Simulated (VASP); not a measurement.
Here is a VASP 6.6.1 calculation.

File INCAR:

```
SYSTEM = KTe6Br
PREC     = Accurate       ! precision mode
ENCUT    = 600            ! plane-wave cutoff, eV
EDIFF    = 1E-6           ! SCF threshold, eV
ISMEAR   = 0              ! smearing method
SIGMA    = 0.1            ! smearing width, eV
LREAL    = .FALSE.        ! projectors in reciprocal space
LASPH    = .TRUE.         ! aspherical terms in the spheres
NELM     = 60             ! most SCF steps
ALGO     = Normal         ! electronic algorithm
ISIF     = 3              ! what is computed and relaxed
LWAVE    = .FALSE.        ! write WAVECAR
LCHARG   = .FALSE.        ! write CHGCAR
GGA      = PE             ! functional
IBRION   = 2              ! ionic algorithm
NSW      = 90             ! ionic steps
EDIFFG   = -0.04          ! ionic threshold
```

Contents of KPOINTS:

```
regular mesh
0
G
  3 3 2
  0 0 0
```

POSCAR

```
KTe6Br
1.0
    5.9892469500      0.0000000000      0.0000000000
   -2.9946234700      5.1868400000      0.0000000000
    0.0000000000      0.0000000000      9.2928366300
K Te Br
1 6 1
Direct
    0.0000000000      0.0000000000      0.5000000000
    0.5000000000      0.0000000000      0.6639013900
    0.0000000000      0.5000000000      0.6639013900
    0.5000000000      0.5000000000      0.6639013900
    0.0000000000      0.5000000000      0.3360986100
    0.5000000000      0.0000000000      0.3360986100
    0.5000000000      0.5000000000      0.3360986100
    0.0000000000      0.0000000000      0.0000000000
```

Potentials or basis: VASP PAW PBE potentials, release 64 (K_sv, Te, Br).

The run is started by

```bash
$ cat potpaw_PBE.64/K_sv/POTCAR potpaw_PBE.64/Te/POTCAR potpaw_PBE.64/Br/POTCAR > POTCAR
$ mpirun -np 1 vasp_std > vasp.out
```

Question: Estimate the space group after relaxing (to 0.1 Å).

Answer: P6/mmm (No. 191).

Question: Estimate the band gap on the k mesh.

Answer: 0.36 eV (least direct gap 0.62 eV).

Question: Predict the relaxed cell.

Answer: a = 7.356 Å, b = 7.356 Å, c = 7.045 Å, α = 90.00°, β = 90.00°, γ = 120.00°.

Step by step:
| step | energy change (eV) | largest force (eV/Å) | pressure (GPa) | volume (Å³) |
| --- | --- | --- | --- | --- |
| 1 | 0.0000 | 0.2496 | 6.09 | 288.68 |
| 2 | -1.3284 | 0.6020 | -1.63 | 348.50 |
| 3 | -1.3309 | 0.5105 | -1.28 | 342.88 |
| 4 | -1.7723 | 0.2543 | -0.14 | 333.71 |
| 5 | -1.8769 | 1.1453 | 2.28 | 322.39 |
| 6 | -1.9648 | 0.0880 | 0.87 | 328.28 |
| 7 | -1.9505 | 0.8947 | 1.73 | 324.35 |
| 8 | -1.9821 | 0.3881 | 1.19 | 326.67 |
| 9 | -2.0902 | 0.2762 | 0.79 | 337.32 |
| 10 | -1.8851 | 2.7109 | 1.86 | 365.46 |
| 11 | -2.2263 | 0.2174 | 0.72 | 344.62 |
| 12 | -2.2960 | 1.0941 | 0.97 | 355.49 |
| 13 | -2.3157 | 0.5940 | 0.80 | 351.42 |
| 14 | -2.3177 | 0.7337 | 0.84 | 352.67 |
| 15 | -2.1747 | 1.0110 | -1.98 | 379.02 |
| 16 | -2.3739 | 0.0275 | -0.28 | 361.23 |
| 17 | -2.3984 | 0.1241 | -0.33 | 361.62 |
| 18 | -2.4113 | 0.2722 | -0.36 | 361.96 |
| 19 | -2.4276 | 0.1516 | -0.49 | 359.99 |
| 20 | -2.4562 | 0.1696 | -0.84 | 354.03 |
| 21 | -2.4597 | 0.2892 | -0.97 | 351.62 |
| 22 | -2.4687 | 0.2664 | -0.91 | 349.52 |
| 23 | -2.4909 | 0.1899 | -0.73 | 343.24 |
| 24 | -2.5038 | 0.0043 | -0.26 | 330.72 |
| 25 | -2.5055 | 0.0548 | -0.41 | 334.38 |
| 26 | -2.5055 | 0.0494 | -0.39 | 333.98 |
| 27 | -2.5083 | 0.0310 | -0.35 | 333.57 |
| 28 | -2.5147 | 0.0229 | -0.21 | 332.33 |
| 29 | -2.5182 | 0.1357 | 0.09 | 329.82 |
| 30 | -2.5185 | 0.1114 | 0.02 | 330.37 |
| 31 | -2.5197 | 0.0179 | -0.09 | 330.07 |
| 32 | -2.5198 | 0.0093 | -0.07 | 330.14 |

Caveat: a cell axis changed by over 15 % at a fixed basis, so the end point is rough; spin-orbit coupling is left out, which moves the levels of the heavy elements. A k mesh can miss the band edges.
